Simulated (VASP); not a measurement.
# ZnS (Pm-3m) in VASP: a series of runs, part 2 of 2

VASP 6.6.1. Earlier steps stand in the parts before.

### 3 Single point, r2SCAN

Contents of POSCAR:

```
ZnS
1.0
    3.1792338589      0.0000000000      0.0000000000
    0.0000000000      3.1792338589      0.0000000000
    0.0000000000      0.0000000000      3.1792338589
Zn S
1 1
Direct
    0.0000000000      0.0000000000      0.0000000000
    0.5000000000      0.5000000000      0.5000000000
```

Contents of INCAR.step1:

```
SYSTEM = ZnS
PREC = Accurate ; ENCUT = 520
ISMEAR = -1 ; SIGMA = 0.02
LREAL = .FALSE. ; LASPH = .TRUE.
NELM = 100 ; NBANDS = 16
GGA = PE ; ALGO = Normal
EDIFF = 1E-4 ; LWAVE = .TRUE.
LCHARG = .FALSE.
```

Contents of INCAR.step2:

```
SYSTEM = ZnS
PREC = Accurate ; ENCUT = 520
EDIFF = 1E-6 ; ISMEAR = -1
SIGMA = 0.02 ; LREAL = .FALSE.
LASPH = .TRUE. ; NELM = 100
ALGO = Normal ; ISIF = 2
LWAVE = .FALSE. ; LCHARG = .FALSE.
METAGGA = R2SCAN ; LMIXTAU = .TRUE.
NBANDS = 16 ; ISTART = 1
```

Contents of KPOINTS:

```
Automatic mesh
0
G
  6 6 6
  0 0 0
```

Potentials or basis: VASP PAW PBE potentials, release 64 (Zn, S).

On the command line:

```console
> cat potpaw_PBE.64/Zn/POTCAR potpaw_PBE.64/S/POTCAR > POTCAR
> cp INCAR.step1 INCAR
> mpirun -np 1 vasp_std > vasp.out
> cp INCAR.step2 INCAR
> mpirun -np 1 vasp_std > vasp.out
```

OUTCAR:

```text
SYSTEM = ZnS
   PREC = Accurate
   ENCUT = 520
   EDIFF = 1E-6
   ISMEAR = -1
   LREAL = .FALSE.
   LASPH = .TRUE.
   NELM = 100
   ISIF = 2
   METAGGA = R2SCAN
   ISTART = 1

 ion  position               nearest neighbor table
   1  0.000  0.000  0.000-   2 2.75   2 2.75   2 2.75   2 2.75   2 2.75   2 2.75   2 2.75   2 2.75

   2  0.500  0.500  0.500-   1 2.75   1 2.75   1 2.75   1 2.75   1 2.75   1 2.75   1 2.75   1 2.75

  LATTYP: Found a simple cubic cell.
 ALAT       =     3.1792338589

  Lattice vectors:

 A1 = (   3.1792338589,   0.0000000000,   0.0000000000)
 A2 = (   0.0000000000,   3.1792338589,   0.0000000000)
 A3 = (   0.0000000000,   0.0000000000,   3.1792338589)

Analysis of symmetry for initial positions (statically):
=====================================================================
 Subroutine PRICEL returns:
 Original cell was already a primitive cell.

 Routine SETGRP: Setting up the symmetry group for a
 simple cubic supercell.

 Subroutine GETGRP returns: Found 48 space group operations
 (whereof 48 operations were pure point group operations)
 out of a pool of 48 trial point group operations.

The static configuration has the point symmetry O_h .

Analysis of symmetry for dynamics (positions and initial velocities):
=====================================================================
 Subroutine PRICEL returns:
 Original cell was already a primitive cell.

 Routine SETGRP: Setting up the symmetry group for a
 simple cubic supercell.

 Subroutine GETGRP returns: Found 48 space group operations
 (whereof 48 operations were pure point group operations)
 out of a pool of 48 trial point group operations.

[... 107 lines left out ...]
   NUPDOWN=      -1.0000    fix difference up-down
   EMIN   =  10.00;   EMAX   =-10.00  energy-range for DOS
   EFERMI =   0.00;   METHOD = LEGACY
   ISMEAR =    -1;   SIGMA  =   0.02  broadening in eV -4-tet -1-fermi 0-gaus
   EFERMI_NEDOS =   21; number of points for ismear=-14 and -15
   IALGO  =     38    algorithm
   IMIX   =      4    mixing-type and parameters
     AMIX     =   0.40;   BMIX     =  1.00
     AMIX_MAG =   1.60;   BMIX_MAG =  1.00
  volume/ion in A,a.u.               =      16.07       108.43
  Fermi-wavevector in a.u.,A,eV,Ry     =   1.349511  2.550207 24.778668  1.821181
  Thomas-Fermi vector in A             =   2.477092
   LORBIT       =      0    0 simple, 1 ext, 2 COOP (PROOUT), +10 PAW based schemes
   METAGGA = R2SCAN    functional components
   LHFCALC =     F    Hartree Fock is set to
   AEXX    =    0.0000 exact exchange contribution
   IVDW    =     0    specifies the selected vdW correction
   LEPSILON=     F    determine dielectric tensor
   LRPA    =     F    only Hartree local field effects (RPA)
 non-spin polarized calculation
  energy-cutoff  :      520.00
  volume of cell :       32.13
 maximum number of plane-waves:       912
 NGX is ok and might be reduce to    24
   NGX = 11   NGY = 11   NGZ = 11

 number of electron      18.0000036 magnetization

 Free energy of the ion-electron system (eV)
  ---------------------------------------------------
  ext. energy  EPLUGINS =         0.00000000
  ---------------------------------------------------
  free energy    TOTEN  =       -16.68416706 eV

  energy without entropy =      -16.68098689  energy(sigma->0) =      -16.68257697

 E-fermi :   4.8346     XC(G=0): -11.7338

 val. band max:        4.8305996671   @ k =   0.3333   0.3333   0.0000
 cond. band min:       4.8441391139   @ k =   0.5000   0.1667   0.0000
 fundamental gap:      0.0135394468
 Fermi energy:         4.8345849612

 k-point     1 :       0.0000    0.0000    0.0000
  band No.  band energies     occupation
      1     -10.4275      2.00000
      2      -2.7952      2.00000
      3      -2.7952      2.00000
      4      -2.4157      2.00000
      5      -2.4157      2.00000
      6      -2.4157      2.00000
[... 357 lines left out ...]
      3      -3.1591      2.00000
      4      -3.1591      2.00000
      5      -2.2748      2.00000
      6      -2.2748      2.00000
[... 8 lines left out ...]
     15      25.0354      0.00000
     16      25.6660      0.00000

------------------------ aborting loop because EDIFF is reached ----------------------------------------

  FORCE on cell =-STRESS in cart. coord.  units (eV):
  Direction    XX          YY          ZZ          XY          YZ          ZX
  --------------------------------------------------------------------------------------
  -------------------------------------------------------------------------------------
  Total       -0.0569449     -0.0569449     -0.0569449      0.0000000     -0.0000000      0.0000000
  in kB       -2.8392120     -2.8392120     -2.8392120      0.0000000     -0.0000000      0.0000000
  external PRESSURE =      -2.8392120 kB  Pullay stress =       0.0000000 kB

 VOLUME and BASIS-vectors are now :
 -----------------------------------------------------------------------------
  energy-cutoff  :      520.00
  volume of cell :       32.13
      direct lattice vectors                 reciprocal lattice vectors
     3.179233859  0.000000000  0.000000000     0.314541190  0.000000000  0.000000000
     0.000000000  3.179233859  0.000000000     0.000000000  0.314541190  0.000000000
     0.000000000  0.000000000  3.179233859     0.000000000  0.000000000  0.314541190

 POSITION                                       TOTAL-FORCE (eV/Angst)
 -----------------------------------------------------------------------------------
      0.00000      0.00000      0.00000         0.000000      0.000000      0.000000
      1.58962      1.58962      1.58962         0.000000      0.000000      0.000000
 -----------------------------------------------------------------------------------
    total drift:                                0.000000      0.000000     -0.000000

  FREE ENERGIE OF THE ION-ELECTRON SYSTEM (eV)
  ---------------------------------------------------
  free  energy   TOTEN  =       -16.6841670596 eV

  energy  without entropy=      -16.6809868902  energy(sigma->0) =      -16.68257697
```

OUTCAR.step1:

```text
SYSTEM = ZnS
   PREC = Accurate
   ENCUT = 520
   ISMEAR = -1
   LREAL = .FALSE.
   LASPH = .TRUE.
[... 595 lines left out ...]
      0.00000      0.00000      0.00000         0.000000      0.000000      0.000000
      1.58962      1.58962      1.58962         0.000000      0.000000      0.000000
 -----------------------------------------------------------------------------------
    total drift:                               -0.000000      0.000000     -0.000000

  FREE ENERGIE OF THE ION-ELECTRON SYSTEM (eV)
  ---------------------------------------------------
  free  energy   TOTEN  =        -4.9067281444 eV

  energy  without entropy=       -4.9013519442  energy(sigma->0) =       -4.90404004
```

It took 69 s on 1 thread of Intel Xeon 6975P-C, shared host; peak memory 0.12 GiB.

Results:

```
Free energy            : -16.6842 eV
Pressure               : -0.3 GPa
Band gap on the k mesh : zero (band 9 reaches 4.84 eV, above the bottom of band 10 at 4.04 eV)
```

Levels at points of the mesh, in eV from the Fermi level:
```
           k point  band 6  band 7  band 8  band 9  band 10  band 11  band 12  band 13
(0.00, 0.00, 0.00)   -7.25   -1.50   -1.50   -1.50    -0.17     6.45     6.45    12.95
(0.50, 0.00, 0.00)   -7.23   -6.60   -0.07   -0.07     4.35     5.25     7.47     7.47
(0.50, 0.50, 0.00)   -7.01   -5.60   -5.60   -1.66     0.28     9.03     9.03     9.66
(0.50, 0.50, 0.50)   -7.11   -2.93   -2.93   -2.93     1.43     1.43     1.43     2.56
```

Caveat: the PAW data sets were made with another functional, which shifts forces and pressure a little.

### 4 Single point, PBE

Contents of INCAR:

```
ALGO = Normal
EDIFF = 1E-6
ENCUT = 500
GGA = PE
GGA_COMPAT = False
ISIF = 2
ISMEAR = -1
LASPH = True
LCHARG = False
LREAL = False
LWAVE = False
NBANDS = 16
NELM = 120
PREC = Accurate
SIGMA = 0.02
```

Contents of KPOINTS:

```
k-points
0
Gamma
  4 4 4
```

POSCAR is that of step 3.

Potentials or basis: VASP PAW PBE potentials, release 64 (Zn, S).

On the command line:

```console
> cat potpaw_PBE.64/Zn/POTCAR potpaw_PBE.64/S/POTCAR > POTCAR
> mpirun -np 1 vasp_std > vasp.out
```

OUTCAR:

```text
EDIFF = 1E-6
   ENCUT = 500
   GGA = PE
   ISIF = 2
   ISMEAR = -1
   LASPH = True
   LREAL = False
   NELM = 120
   PREC = Accurate

 ion  position               nearest neighbor table
   1  0.000  0.000  0.000-   2 2.75   2 2.75   2 2.75   2 2.75   2 2.75   2 2.75   2 2.75   2 2.75

   2  0.500  0.500  0.500-   1 2.75   1 2.75   1 2.75   1 2.75   1 2.75   1 2.75   1 2.75   1 2.75

  LATTYP: Found a simple cubic cell.
 ALAT       =     3.1792338589

[... 361 lines left out ...]

------------------------ aborting loop because EDIFF is reached ----------------------------------------

  FORCE on cell =-STRESS in cart. coord.  units (eV):
  Direction    XX          YY          ZZ          XY          YZ          ZX
  --------------------------------------------------------------------------------------
  -------------------------------------------------------------------------------------
  Total        0.4253072      0.4253072      0.4253072     -0.0000000      0.0000000     -0.0000000
  in kB       21.2053712     21.2053712     21.2053712     -0.0000000      0.0000000     -0.0000000
  external PRESSURE =      21.2053712 kB  Pullay stress =       0.0000000 kB

 VOLUME and BASIS-vectors are now :
 -----------------------------------------------------------------------------
  energy-cutoff  :      500.00
  volume of cell :       32.13
      direct lattice vectors                 reciprocal lattice vectors
     3.179233859  0.000000000  0.000000000     0.314541190  0.000000000  0.000000000
     0.000000000  3.179233859  0.000000000     0.000000000  0.314541190  0.000000000
     0.000000000  0.000000000  3.179233859     0.000000000  0.000000000  0.314541190

 POSITION                                       TOTAL-FORCE (eV/Angst)
 -----------------------------------------------------------------------------------
      0.00000      0.00000      0.00000         0.000000      0.000000      0.000000
      1.58962      1.58962      1.58962         0.000000      0.000000      0.000000
 -----------------------------------------------------------------------------------
    total drift:                                0.000000      0.000000     -0.000000

  FREE ENERGIE OF THE ION-ELECTRON SYSTEM (eV)
  ---------------------------------------------------
  free  energy   TOTEN  =        -4.9398285736 eV

  energy  without entropy=       -4.9347059222  energy(sigma->0) =       -4.93726725
```

OSZICAR:

```text
N       E                     dE             d eps       ncg     rms          rms(c)
DAV:   1     0.876716574212E+02    0.87672E+02   -0.87011E+03   328   0.139E+03
DAV:   2    -0.490895440821E+00   -0.88163E+02   -0.81884E+02   384   0.263E+02
DAV:   3    -0.537619170900E+01   -0.48853E+01   -0.48439E+01   392   0.588E+01
DAV:   4    -0.542069252197E+01   -0.44501E-01   -0.44491E-01   392   0.568E+00
DAV:   5    -0.542111677616E+01   -0.42425E-03   -0.42425E-03   408   0.560E-01    0.673E+00
DAV:   6    -0.496651408039E+01    0.45460E+00   -0.77066E-01   416   0.269E+01    0.542E+00
DAV:   7    -0.494609173087E+01    0.20422E-01   -0.14050E-01   368   0.513E+00    0.284E+00
DAV:   8    -0.493993470740E+01    0.61570E-02   -0.81734E-03   424   0.136E+00    0.422E-01
DAV:   9    -0.493980857185E+01    0.12614E-03   -0.12255E-03   368   0.309E-01    0.646E-02
DAV:  10    -0.493983529702E+01   -0.26725E-04   -0.11185E-04   392   0.910E-02    0.201E-02
DAV:  11    -0.493982823164E+01    0.70654E-05   -0.16494E-05   400   0.486E-02    0.689E-03
DAV:  12    -0.493982857359E+01   -0.34196E-06   -0.28953E-06   360   0.141E-02
   1 F= -.49398286E+01 E0= -.49372672E+01  d E =-.512265E-02
```

Run time: 11 s. Hardware: 1 thread of Intel Xeon 8259CL, shared host; peak memory 0.13 GiB.

What came out:

- Free energy: -4.9398 eV
- Pressure: 2.1 GPa
- Band gap on the k mesh: zero (band 9 reaches 5.09 eV, above the bottom of band 10 at 3.85 eV)

Levels at points of the mesh, in eV from the Fermi level:
| k point | band 7 | band 8 | band 9 | band 10 | band 11 | band 12 |
| --- | --- | --- | --- | --- | --- | --- |
| (0.00, 0.00, 0.00) | -1.54 | -1.54 | -1.54 | -0.77 | 5.88 | 5.88 |
| (0.50, 0.00, 0.00) | -6.42 | -0.14 | -0.14 | 3.62 | 4.62 | 6.92 |
| (0.50, 0.50, 0.00) | -5.56 | -5.56 | -2.02 | 0.17 | 8.19 | 8.19 |
| (0.50, 0.50, 0.50) | -2.88 | -2.88 | -2.88 | 0.99 | 0.99 | 0.99 |

Caveat: the k points lie up to 0.49 Å⁻¹ apart.

### 5 Single point, PBE

Contents of INCAR:

```
SYSTEM = ZnS
PREC     = Accurate       ! precision mode
ENCUT    = 500            ! plane-wave cutoff, eV
EDIFF    = 1E-6           ! SCF threshold, eV
ISMEAR   = -1             ! smearing method
SIGMA    = 0.02           ! smearing width, eV
LREAL    = .False.        ! projectors in reciprocal space
LASPH    = .True.         ! aspherical terms in the spheres
NELM     = 120            ! most SCF steps
ALGO     = Normal         ! electronic algorithm
ISIF     = 2              ! what is computed and relaxed
LWAVE    = .False.        ! write WAVECAR
LCHARG   = .False.        ! write CHGCAR
GGA      = PE             ! functional
NBANDS   = 16             ! bands
GGA_COMPAT= .False.
```

Contents of KPOINTS:

```
regular mesh
0
Gamma
  4 4 4
  0 0 0
```

POSCAR is that of step 4.

On the command line:

```console
> cat potpaw_PBE.64/Zn/POTCAR potpaw_PBE.64/S/POTCAR > POTCAR
> mpirun -np 1 vasp_std > vasp.out
```

Run time: 12 s. Hardware: 1 thread of Intel Xeon 8259CL, shared host; peak memory 0.13 GiB.

The run converged. Its results:

* Free energy: -4.9398 eV
* Pressure: 2.1 GPa
* Band gap on the k mesh: zero (band 9 reaches 5.09 eV, above the bottom of band 10 at 3.85 eV)

Levels at points of the mesh, in eV from the Fermi level:
```
           k point  band 7  band 8  band 9  band 10  band 11  band 12
(0.00, 0.00, 0.00)   -1.54   -1.54   -1.54    -0.77     5.88     5.88
(0.50, 0.00, 0.00)   -6.42   -0.14   -0.14     3.62     4.62     6.92
(0.50, 0.50, 0.00)   -5.56   -5.56   -2.02     0.17     8.19     8.19
(0.50, 0.50, 0.50)   -2.88   -2.88   -2.88     0.99     0.99     0.99
```

Caveat: the k points lie up to 0.49 Å⁻¹ apart.

### 6 Single point, PBEsol

Contents of INCAR:

```
PREC = Accurate ; ENCUT = 500
EDIFF = 1E-6 ; ISMEAR = -1
SIGMA = 0.02 ; LREAL = False
LASPH = True ; NELM = 120
ALGO = Normal ; ISIF = 2
LWAVE = False ; LCHARG = False
GGA = PS ; NBANDS = 16
GGA_COMPAT = False
```

Contents of KPOINTS:

```
regular mesh
0
Gamma
  8 8 8
```

POSCAR is that of step 5.

Potentials or basis: VASP PAW PBE potentials, release 64 (Zn, S).

On the command line:

```console
> cat potpaw_PBE.64/Zn/POTCAR potpaw_PBE.64/S/POTCAR > POTCAR
> mpirun -np 1 vasp_std > vasp.out
```

It took 22 s on 1 thread of Intel Xeon 8259CL, shared host; peak memory 0.14 GiB.

The run converged. Its results:

```yaml
Free_energy: -5.7651 eV
Pressure: -3.4 GPa
Band_gap_on_the_k_mesh: zero (band 9 reaches 4.95 eV, above the bottom of band 10 at 3.68 eV)
```

Levels at points of the mesh, in eV from the Fermi level:
```
           k point  band 7  band 8  band 9  band 10  band 11  band 12
(0.00, 0.00, 0.00)   -1.28   -1.28   -1.28    -0.53     6.08     6.08
(0.50, 0.00, 0.00)   -6.09    0.13    0.13     3.82     4.87     7.17
(0.50, 0.50, 0.00)   -5.33   -5.33   -1.77     0.44     8.41     8.41
(0.50, 0.50, 0.50)   -2.61   -2.61   -2.61     1.20     1.20     1.20
```

Caveat: the PAW data sets were made with another functional, which shifts forces and pressure a little.

### 7 The runs side by side

```csv
level,k mesh,cutoff (eV),gap on the mesh (eV),pressure (GPa)
PBE,6 × 6 × 6,520,none,1.1
r2SCAN,6 × 6 × 6,520,none,-0.3
PBE,4 × 4 × 4,500,none,2.1
PBEsol,8 × 8 × 8,500,none,-3.4
```

Alike in all rows: task single point; potentials or basis VASP PAW PBE potentials, release 64 (Zn, S); no spin polarisation; cell as given; smearing fermi-dirac 0.02 eV.

Caveats: some runs use coarse meshes; the PAW data sets were made with another functional, which shifts forces and pressure a little (some runs).

Total energies depend on the potentials used, so only differences within one code and one set of settings carry meaning.
